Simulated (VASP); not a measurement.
**PtSe2: single point with PBEsol**

The system is PtSe2.

```xyz
3
Lattice="3.7240 0.0000 0.0000 -1.8620 3.4186 0.0000 0.0000 0.0000 5.0620" Properties=species:S:1:pos:R:3 pbc="T T T"
Pt    0.0000    0.0000    0.0000
Se    0.0000    2.2791    1.2655
Se    1.8620    1.1395    3.7965
```

This cell differs from its parent crystal: strain +0.0600 x Voigt [0, 1, 0, 0, 0, 0].

```yaml
Program: VASP 6.6.1
Task: single point
Functional: PBEsol
Potentials_or_basis: VASP PAW PBE potentials, release 64 (Pt, Se)
Cutoff: 520 eV
k_mesh: 12 × 12 × 10
Occupations: gaussian, width 0.15 eV
Spin: no spin polarisation
Dipole_correction: no
Further_INCAR_settings: ALGO = Normal; EDIFF = 1e-06; NBANDS = 18
```

- Pressure: -5.3 GPa
- Largest force: 0.296 eV/Å
- Band gap on the k mesh: zero (bands 11 and 12 overlap by 0.60 eV)

Forces on the atoms (eV/Å):
```
Pt   0.000  0.000  0.000
Se   0.000 -0.154 -0.253
Se   0.000  0.154  0.253
```

Stress tensor (GPa, compression positive):
```
-2.69  0.00  0.00
 0.00 -9.72 -1.58
 0.00 -1.58 -3.56
```

Levels at points of the mesh, in eV from the Fermi level:
```csv
k point,band 9,band 10,band 11,band 12,band 13,band 14
"(0.00, 0.00, 0.00)",-1.12,-0.85,0.51,1.23,1.44,3.57
"(0.50, 0.00, 0.00)",-3.22,-3.07,-2.72,0.68,2.20,4.41
"(0.00, 0.50, 0.00)",-3.14,-3.04,-2.76,0.51,2.37,4.94
"(0.00, 0.00, 0.50)",-1.65,-1.52,-1.29,2.03,2.25,4.75
"(0.50, 0.00, 0.50)",-2.84,-2.80,-1.18,0.84,1.36,4.46
"(0.00, 0.50, 0.50)",-3.06,-2.36,-1.07,1.12,1.22,4.59
```

It took 6.5 min on 1 thread of AMD EPYC 7R43 64-Core Processor (Zen 3) (shared host), peak memory 0.52 GiB.

Caveat: the cell differs from its parent crystal (strain +0.0600 x Voigt [0, 1, 0, 0, 0, 0]); the cell stands under tension; the PAW data sets were made with another functional, which shifts forces and pressure a little; spin-orbit coupling is left out, which moves the levels of the heavy elements.
